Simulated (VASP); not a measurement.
Write the native input for VASP 6.6.1 that does the following.

```
Task                   : single point
Functional             : LDA
Potentials or basis    : VASP PAW LDA potentials, release 64 (Ti_sv)
Cutoff                 : 520 eV
k mesh                 : 20 × 20 × 20
Occupations            : gaussian, width 0.15 eV
Spin                   : no spin polarisation
Dipole correction      : no
Further INCAR settings : ALGO = Normal; EDIFF = 1e-06; NBANDS = 12
```

The structure of Ti lies in POSCAR:

```
Ti
1.0
   -1.6163850000      1.6163850000      1.6656150000
    1.6163850000     -1.6163850000      1.6656150000
    1.6163850000      1.6163850000     -1.6656150000
Ti
1
Direct
    0.0000000000      0.0000000000      0.0000000000
```

This cell differs from its parent crystal: strain -0.015 along x and y, +0.015 along z.

The input as run:

INCAR

```
SYSTEM = Ti
ALGO = Normal ; EDIFF = 1E-6
ENCUT = 520 ; GGA = CA
ISIF = 2 ; ISMEAR = 0
LASPH = .TRUE. ; LCHARG = .FALSE.
LREAL = .FALSE. ; LWAVE = .FALSE.
NBANDS = 12 ; NELM = 80
PREC = Accurate ; SIGMA = 0.15
```

KPOINTS

```
k-points
0
G
  20 20 20
  0 0 0
```

Potentials or basis: VASP PAW LDA potentials, release 64 (Ti_sv).

Command:

```bash
$ cat potpaw_LDA.64/Ti_sv/POTCAR > POTCAR
$ mpirun -np 1 vasp_std > vasp.out
```

Results of the run:

```yaml
Pressure: -9.5 GPa
Band_gap_on_the_k_mesh: zero (band 6 reaches 8.76 eV, above the bottom of band 7 at 7.19 eV)
```

Caveat: the cell differs from its parent crystal (strain -0.015 along x and y, +0.015 along z).

Wall time 110 s on 1 thread of Intel(R) Xeon(R) Platinum 8259CL CPU @ 2.50GHz (Skylake/Cascade Lake), on a shared host, peak memory 0.23 GiB.
